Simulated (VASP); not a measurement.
Write the native input for VASP 6.6.1 that does the following.

```
Task                   : single point
Functional             : RPBE
Potentials or basis    : VASP PAW PBE potentials, release 64 (Ba_sv)
Cutoff                 : 520 eV
k mesh                 : 10 × 10 × 10
Occupations            : fermi-dirac, width 0.1 eV
Spin                   : no spin polarisation
Dipole correction      : no
Further INCAR settings : ALGO = Normal; EDIFF = 1e-06; NBANDS = 11
```

The structure of Ba lies in POSCAR:

```
Ba
1.0
    0.0000000000      3.3856186902      3.3856186902
    3.3856186902      0.0000000000      3.3856186902
    3.3856186902      3.3856186902      0.0000000000
Ba
1
Direct
    0.0000000000      0.0000000000      0.0000000000
```

This cell differs from its parent crystal: volume scaled by 1.12.

The input as run:

INCAR

```
SYSTEM = Ba
PREC     = Accurate       ! precision mode
ENCUT    = 520            ! plane-wave cutoff, eV
EDIFF    = 1E-6           ! SCF threshold, eV
ISMEAR   = -1             ! smearing method
SIGMA    = 0.1            ! smearing width, eV
LREAL    = .FALSE.        ! projectors in reciprocal space
LASPH    = .TRUE.         ! aspherical terms in the spheres
NELM     = 100            ! most SCF steps
ALGO     = Normal         ! electronic algorithm
ISIF     = 2              ! what is computed and relaxed
LWAVE    = .FALSE.        ! write WAVECAR
LCHARG   = .FALSE.        ! write CHGCAR
GGA      = RP             ! functional
NBANDS   = 11             ! bands
```

KPOINTS

```
Automatic mesh
0
G
  10 10 10
  0 0 0
```

Potentials or basis: VASP PAW PBE potentials, release 64 (Ba_sv).

Command:

```console
$ cat potpaw_PBE.64/Ba_sv/POTCAR > POTCAR
$ mpirun -np 1 vasp_std > vasp.out
```

It gave:

| Quantity | Value |
| --- | --- |
| Pressure | -0.7 GPa |
| Band gap on the k mesh | zero (band 5 reaches 1.19 eV, above the bottom of band 6 at 1.16 eV) |

Caveat: the PAW data sets were made with another functional, which shifts forces and pressure a little; spin-orbit coupling is left out, which moves the levels of the heavy elements.

Wall time 26 s on 1 thread of Intel(R) Xeon(R) Platinum 8375C CPU @ 2.90GHz (Ice Lake), on a shared host, peak memory 0.22 GiB.
